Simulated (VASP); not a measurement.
# Ti3As4 (P-4m2) in VASP: a series of runs

Ti3As4 is run at these levels: PBE; tasks: relaxation of cell and atoms, single point.

Everything below comes from runs of VASP 6.6.1. Logs are shortened: lines on timing, memory, paths and dates and some standing lists are left out, and cuts for length are marked.

### Step 1. The cell of the first run

It takes space group P-4m2 (No. 115, tetragonal). The conventional cell has a = 4.118 Å, b = 4.118 Å, c = 11.649 Å, α = 90.00°, β = 90.00°, γ = 90.00°. Ti (site symmetry 2mm) has 4 As at 2.52 Å within 3.3 Å. Ti (site symmetry -4m2) has 4 As at 2.52 Å within 3.3 Å. Within 3.3 Å of As (site symmetry 2mm) lie 4 Ti at 2.52 Å. Within 3.3 Å of As (site symmetry 2mm) lie 2 Ti at 2.52 Å.

### Step 2. Relaxation of cell and atoms, PBE

File INCAR:

```
SYSTEM = Ti3As4
PREC = Accurate
ENCUT = 600
EDIFF = 1E-7
ISMEAR = 0
SIGMA = 0.1
LREAL = .FALSE.
LASPH = .TRUE.
NELM = 80
ALGO = Normal
ISIF = 3
LWAVE = .FALSE.
LCHARG = .FALSE.
GGA = PE
IBRION = 2
NSW = 90
EDIFFG = -0.04
```

File KPOINTS:

```
regular mesh
0
G
  4 4 2
  0 0 0
```

File POSCAR:

```
Ti3As4
1.0
    4.1184087500      0.0000000000      0.0000000000
    0.0000000000      4.1184087500      0.0000000000
    0.0000000000      0.0000000000     11.6486190300
Ti As
3 4
Direct
    0.0000000000      0.0000000000      0.7500000000
    0.5000000000      0.5000000000      0.5000000000
    0.0000000000      0.0000000000      0.2500000000
    0.5000000000      0.0000000000      0.6250000000
    0.0000000000      0.5000000000      0.3750000000
    0.5000000000      0.0000000000      0.1250000000
    0.0000000000      0.5000000000      0.8750000000
```

Potentials or basis: VASP PAW PBE potentials, release 64 (Ti_sv, As).

Launch:

```bash
cat potpaw_PBE.64/Ti_sv/POTCAR potpaw_PBE.64/As/POTCAR > POTCAR
mpirun -np 1 vasp_std > vasp.out
```

OUTCAR:

```text
SYSTEM = Ti3As4
   PREC = Accurate
   ENCUT = 600
   EDIFF = 1E-7
   ISMEAR = 0
   LREAL = .FALSE.
   LASPH = .TRUE.
   NELM = 80
   ISIF = 3
   GGA = PE
   IBRION = 2
   NSW = 90
   EDIFFG = -0.04

 ion  position               nearest neighbor table
   1  0.000  0.000  0.750-   4 2.52   7 2.52   7 2.52   4 2.52
   2  0.500  0.500  0.500-   4 2.52   5 2.52   4 2.52   5 2.52
   3  0.000  0.000  0.250-   5 2.52   6 2.52   5 2.52   6 2.52
   4  0.500  0.000  0.625-   1 2.52   2 2.52   2 2.52   1 2.52
   5  0.000  0.500  0.375-   2 2.52   3 2.52   3 2.52   2 2.52
   6  0.500  0.000  0.125-   3 2.52   3 2.52
   7  0.000  0.500  0.875-   1 2.52   1 2.52

  LATTYP: Found a simple tetragonal cell.
 ALAT       =     4.1184087500
 C/A-ratio  =     2.8284271273

  Lattice vectors:

 A1 = (   4.1184087500,   0.0000000000,   0.0000000000)
 A2 = (   0.0000000000,   4.1184087500,   0.0000000000)
 A3 = (   0.0000000000,   0.0000000000,  11.6486190300)

Analysis of symmetry for initial positions (statically):
=====================================================================
 Subroutine PRICEL returns:
 Original cell was already a primitive cell.

 Routine SETGRP: Setting up the symmetry group for a
 simple tetragonal supercell.

 Subroutine GETGRP returns: Found  8 space group operations
 (whereof  8 operations were pure point group operations)
 out of a pool of 16 trial point group operations.

The static configuration has the point symmetry D_2d.

Analysis of symmetry for dynamics (positions and initial velocities):
=====================================================================
 Subroutine PRICEL returns:
 Original cell was already a primitive cell.

 Routine SETGRP: Setting up the symmetry group for a
 simple tetragonal supercell.

 Subroutine GETGRP returns: Found  8 space group operations
 (whereof  8 operations were pure point group operations)
 out of a pool of 16 trial point group operations.

The dynamic configuration has the point symmetry D_2d.

 Subroutine INISYM returns: Found  8 space group operations
 (whereof  8 operations are pure point group operations),
 and found     1 'primitive' translations

----------------------------------------------------------------------------------------

                                     Primitive cell

  volume of cell :     197.5756

  direct lattice vectors                    reciprocal lattice vectors
     4.118408750  0.000000000  0.000000000     0.242812227  0.000000000  0.000000000
     0.000000000  4.118408750  0.000000000     0.000000000  0.242812227  0.000000000
     0.000000000  0.000000000 11.648619030     0.000000000  0.000000000  0.085847086

  length of vectors
     4.118408750  4.118408750 11.648619030     0.242812227  0.242812227  0.085847086

  position of ions in fractional coordinates (direct lattice)
     0.000000000  0.000000000  0.750000000
     0.500000000  0.500000000  0.500000000
     0.000000000  0.000000000  0.250000000
     0.500000000  0.000000000  0.625000000
     0.000000000  0.500000000  0.375000000
     0.500000000  0.000000000  0.125000000
     0.000000000  0.500000000  0.875000000

  ion indices of the primitive-cell ions
   primitive index   ion index
                 1           1
                 2           2
                 3           3
                 4           4
                 5           5
                 6           6
                 7           7

----------------------------------------------------------------------------------------

 KPOINTS: regular mesh

Automatic generation of k-mesh.
 Grid dimensions read from file:
 generate k-points for:    4    4    2

 Generating k-lattice:

  Cartesian coordinates                     Fractional coordinates (reciprocal lattice)
     0.060703057  0.000000000  0.000000000     0.250000000  0.000000000  0.000000000
     0.000000000  0.060703057  0.000000000     0.000000000  0.250000000  0.000000000
     0.000000000  0.000000000  0.042923543     0.000000000  0.000000000  0.500000000

  Length of vectors
     0.060703057  0.060703057  0.042923543

  Shift w.r.t. Gamma in fractional coordinates (k-lattice)
     0.000000000  0.000000000  0.000000000

 Subroutine IBZKPT returns following result:
 ===========================================

 Found     12 irreducible k-points:

 Following reciprocal coordinates:
            Coordinates               Weight
  0.000000  0.000000  0.000000      1.000000
  0.250000  0.000000  0.000000      4.000000
  0.500000  0.000000  0.000000      2.000000
  0.250000  0.250000  0.000000      4.000000
  0.500000  0.250000  0.000000      4.000000
  0.500000  0.500000  0.000000      1.000000
  0.000000  0.000000  0.500000      1.000000
  0.250000  0.000000  0.500000      4.000000
  0.500000  0.000000  0.500000      2.000000
  0.250000  0.250000  0.500000      4.000000
  0.500000  0.250000  0.500000      4.000000
  0.500000  0.500000  0.500000      1.000000
   k-points           NKPTS =     12   k-points in BZ     NKDIM =     12   number of bands    NBANDS=     33
   number of dos      NEDOS =    301   number of ions     NIONS =      7
   total plane-waves  NPLWV = 124416
   dimension x,y,z NGX =    36 NGY =   36 NGZ =   96
   dimension x,y,z NGXF=    72 NGYF=   72 NGZF=  192
   ions per type =               3   4
   NGX,Y,Z   is equivalent  to a cutoff of  14.53, 14.53, 13.70 a.u.
   NGXF,Y,Z  is equivalent  to a cutoff of  29.06, 29.06, 27.40 a.u.
 SYSTEM =  Ti3As4
   PREC   = accura    normal or accurate (medium, high low for compatibility)
   ISTART =      0    job   : 0-new  1-cont  2-samecut
   ICHARG =      2    charge: 1-file 2-atom 10-const
   ISPIN  =      1    spin polarized calculation?
   LNONCOLLINEAR =      F non collinear calculations
   LSORBIT =      F    spin-orbit coupling
   LASPH  =      T    aspherical Exc in radial PAW
   ENCUT  =  600.0 eV  44.10 Ry    6.64 a.u.   8.23  8.23 23.27*2*pi/ulx,y,z
   NELM   =     80;   NELMIN=  2; NELMDL= -5     # of ELM steps
   EDIFF  = 0.1E-06   stopping-criterion for ELM
   LREAL  =      F    real-space projection
   EDIFFG = -.4E-01   stopping-criterion for IOM
   NSW    =     90    number of steps for IOM
   IBRION =      2    ionic relax: 0-MD 1-quasi-New 2-CG
   NFREE  =      1    steps in history (QN), initial steepest desc. (CG)
   ISIF   =      3    stress and relaxation
   ISYM   =      2    0-nonsym 1-usesym 2-fastsym
   POTIM  = 0.5000    time-step for ionic-motion
   TEBEG  =    0.0;   TEEND  =   0.0 temperature during run
   PSTRESS=    0.0 pullay stress
   NELECT =      56.0000    total number of electrons
   NUPDOWN=      -1.0000    fix difference up-down
   EMIN   =  10.00;   EMAX   =-10.00  energy-range for DOS
   EFERMI =   0.00;   METHOD = LEGACY
   ISMEAR =     0;   SIGMA  =   0.10  broadening in eV -4-tet -1-fermi 0-gaus
   EFERMI_NEDOS =   21; number of points for ismear=-14 and -15
   IALGO  =     38    algorithm
   IMIX   =      4    mixing-type and parameters
     AMIX     =   0.40;   BMIX     =  1.00
     AMIX_MAG =   1.60;   BMIX_MAG =  1.00
  volume/ion in A,a.u.               =      28.23       190.47
  Fermi-wavevector in a.u.,A,eV,Ry     =   1.075374  2.032163 15.734189  1.156430
  Thomas-Fermi vector in A             =   2.211229
   LORBIT       =      0    0 simple, 1 ext, 2 COOP (PROOUT), +10 PAW based schemes
   GGA     = PE    functional components
   LHFCALC =     F    Hartree Fock is set to
   AEXX    =    0.0000 exact exchange contribution
   IVDW    =     0    specifies the selected vdW correction
   LEPSILON=     F    determine dielectric tensor
   LRPA    =     F    only Hartree local field effects (RPA)
 conjugate gradient relaxation of ions
 non-spin polarized calculation
 Gauss-broadening in eV      SIGMA  =   0.10
  energy-cutoff  :      600.00
  volume of cell :      197.58
 maximum number of plane-waves:      6620
 NGX is ok and might be reduce to    36
   NGX = 17   NGY = 17   NGZ = 47

--------------------------------------- Ionic step        1  -------------------------------------------

 number of electron      56.0000011 magnetization

 Free energy of the ion-electron system (eV)
  ---------------------------------------------------
  ext. energy  EPLUGINS =         0.00000000
  ---------------------------------------------------
  free energy    TOTEN  =       -42.26145524 eV

  energy without entropy =      -42.21729720  energy(sigma->0) =      -42.23937622

------------------------ aborting loop because EDIFF is reached ----------------------------------------

  FORCE on cell =-STRESS in cart. coord.  units (eV):
  Direction    XX          YY          ZZ          XY          YZ          ZX
  --------------------------------------------------------------------------------------
  -------------------------------------------------------------------------------------
  Total       -3.9991904     -3.9991904     -2.6845548      0.0000000      0.0000000     -0.0000000
  in kB      -32.4301776    -32.4301776    -21.7695535      0.0000000      0.0000000     -0.0000000
  external PRESSURE =     -28.8766363 kB  Pullay stress =       0.0000000 kB
[... 104 lines left out ...]
  FREE ENERGIE OF THE ION-ELECTRON SYSTEM (eV)
  ---------------------------------------------------
  free  energy   TOTEN  =       -42.4412523387 eV

  energy  without entropy=      -42.3949226619  energy(sigma->0) =      -42.41808750

[... ionic steps 4 to 28 ...]

--------------------------------------- Ionic step       29  -------------------------------------------

 number of electron      55.9999995 magnetization

------------------------ aborting loop because EDIFF is reached ----------------------------------------

  FORCE on cell =-STRESS in cart. coord.  units (eV):
  Direction    XX          YY          ZZ          XY          YZ          ZX
  --------------------------------------------------------------------------------------
  -------------------------------------------------------------------------------------
  Total       -0.3643255     -0.3643255     -0.4457152      0.0000000     -0.0000000      0.0000000
  in kB       -3.2464003     -3.2464003     -3.9716401      0.0000000     -0.0000000      0.0000000
  external PRESSURE =      -3.4881469 kB  Pullay stress =       0.0000000 kB
[... 67 lines left out ...]
  energy  without entropy=      -42.5854002180  energy(sigma->0) =      -42.60575211

--------------------------------------- Ionic step       31  -------------------------------------------

 number of electron      55.9999996 magnetization

 Free energy of the ion-electron system (eV)
  ---------------------------------------------------
  ext. energy  EPLUGINS =         0.00000000
  ---------------------------------------------------
  free energy    TOTEN  =       -42.62654342 eV

  energy without entropy =      -42.58595775  energy(sigma->0) =      -42.60625058

 E-fermi :   3.6007     XC(G=0):  -9.1875

 val. band max:        3.6000872858   @ k =   0.5000   0.0000   0.0000
 cond. band min:       3.6016192030   @ k =   0.5000   0.0000   0.5000
 fundamental gap:      0.0015319172
 Fermi energy:         3.6007083034

 k-point     1 :       0.0000    0.0000    0.0000
  band No.  band energies     occupation
      1     -54.0588      2.00000
      2     -53.6369      2.00000
      3     -53.6369      2.00000
      4     -30.3726      2.00000
      5     -30.3726      2.00000
      6     -30.2120      2.00000
[... 455 lines left out ...]
  FREE ENERGIE OF THE ION-ELECTRON SYSTEM (eV)
  ---------------------------------------------------
  free  energy   TOTEN  =       -42.6265434156 eV

  energy  without entropy=      -42.5859577494  energy(sigma->0) =      -42.60625058

 reached required accuracy - stopping structural energy minimisation
```

Run time: 29 min. Hardware: 1 thread of AMD EPYC 9R45 (Zen 5), shared host; peak memory 0.38 GiB.

What came out:

* Free energy: -42.6265 eV
* Relaxed volume: 25.55 Å³/atom
* Relaxed cell: a = 3.753 Å, b = 3.753 Å, c = 12.696 Å, α = 90.00°, β = 90.00°, γ = 90.00°
* Space group after relaxing (to 0.05 Å): P-4m2 (No. 115)
* Energy gained by relaxing: 52.2 meV/atom
* Ionic steps: 31
* Pressure after relaxing: 0.0 GPa
* Largest force after relaxing: 0.039 eV/Å
* Band gap on the k mesh: zero (band 28 reaches 3.66 eV, above the bottom of band 29 at 3.37 eV)

Forces in eV/Å, atoms in the order of the input:
```
Ti   0.000  0.000  0.039
Ti   0.000  0.000  0.000
Ti   0.000  0.000 -0.039
As   0.000  0.000  0.029
As   0.000  0.000 -0.029
As   0.000  0.000 -0.034
As   0.000  0.000  0.034
```

Step by step:
| step | energy change (eV) | largest force (eV/Å) | pressure (GPa) | volume (Å³) |
| --- | --- | --- | --- | --- |
| 1 | 0.0000 | 0.9971 | -2.89 | 197.58 |
| 2 | -0.1684 | 0.4482 | 1.90 | 183.38 |
| 3 | -0.1798 | 0.5720 | 0.81 | 186.07 |
| 4 | -0.2187 | 0.2531 | 0.39 | 187.89 |
| 5 | -0.2275 | 0.2126 | 0.12 | 189.24 |
| 6 | -0.2319 | 0.1191 | -0.12 | 189.96 |
| 7 | -0.2333 | 0.0426 | -0.36 | 190.70 |
| 8 | -0.2356 | 0.0501 | -0.07 | 189.79 |
| 9 | -0.2358 | 0.0692 | 0.01 | 189.55 |
| 10 | -0.2368 | 0.0812 | 0.02 | 189.40 |
| 11 | -0.2402 | 0.1196 | 0.06 | 188.96 |
| 12 | -0.2492 | 0.2012 | 0.11 | 188.04 |
| 13 | -0.2742 | 0.3491 | 0.17 | 186.11 |
| 14 | -0.3182 | 0.5514 | 0.13 | 181.90 |
| 15 | -0.3175 | 0.5801 | 0.08 | 179.98 |
| 16 | -0.3198 | 0.5658 | 0.11 | 181.01 |
| 17 | -0.3200 | 0.5648 | 0.10 | 180.99 |
| 18 | -0.3205 | 0.5615 | 0.08 | 180.91 |
| 19 | -0.3213 | 0.5549 | 0.05 | 180.76 |
| 20 | -0.3225 | 0.5416 | -0.03 | 180.45 |
| 21 | -0.3222 | 0.5586 | -0.18 | 179.82 |
| 22 | -0.3228 | 0.5460 | -0.09 | 180.19 |
| 23 | -0.3241 | 0.5386 | -0.10 | 180.18 |
| 24 | -0.3277 | 0.5163 | -0.12 | 180.16 |
| 25 | -0.3344 | 0.4715 | -0.15 | 180.13 |
| 26 | -0.3457 | 0.3811 | -0.20 | 180.06 |
| 27 | -0.3602 | 0.1966 | -0.29 | 179.92 |
| 28 | -0.3557 | 0.3155 | -0.40 | 179.63 |
| 29 | -0.3638 | 0.0493 | -0.35 | 179.80 |
| 30 | -0.3646 | 0.0447 | -0.20 | 179.39 |
| 31 | -0.3651 | 0.0391 | 0.00 | 178.87 |

Final structure:
```
Ti As
1.0
     3.75343    0.00000    0.00000
     0.00000    3.75343    0.00000
     0.00000    0.00000   12.69623
Ti As
3 4
Direct
  0.00000 0.00000 0.76151
  0.50000 0.50000 0.50000
  0.00000 0.00000 0.23849
  0.50000 0.00000 0.62690
  0.00000 0.50000 0.37310
  0.50000 0.00000 0.11523
  0.00000 0.50000 0.88477
```

Caveat: the k points lie up to 0.42 Å⁻¹ apart in the final cell; this functional lacks dispersion, which binds the layers, so the pressure and a relaxed spacing across them are unreliable.

(Continued in part 2 of 2.)
